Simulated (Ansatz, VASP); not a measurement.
# W in VASP and in Ansatz

```
W
1.0
    -1.58418    1.58418    1.58418
     1.58418   -1.58418    1.58418
     1.58418    1.58418   -1.58418
W
1
Direct
  0.00000 0.00000 0.00000
```

Alike in both runs: task single point; functional r2SCAN; k mesh 16 × 16 × 16; occupations gaussian, width 0.15 eV; no spin polarisation.

```csv
,VASP,Ansatz
version,VASP 6.6.1,Ansatz 0.2.0
potentials or method,"VASP PAW PBE potentials, release 64 (W_sv), cutoff 520 eV","scalar-relativistic, plane waves, PAW"
valence electrons in the cell,14,14
```

|  | VASP | Ansatz | Ansatz less VASP |
| --- | --- | --- | --- |
| gap on the k mesh at the Fermi level (eV) | none | none | - |
| pressure (GPa) | 1.3 | 0.0 | -1.27 |

VASP's potentials were made for PBE, not for r2SCAN. A gap of «none» marks a metal or a gap that the smearing closes.

Spin-orbit coupling is off throughout.
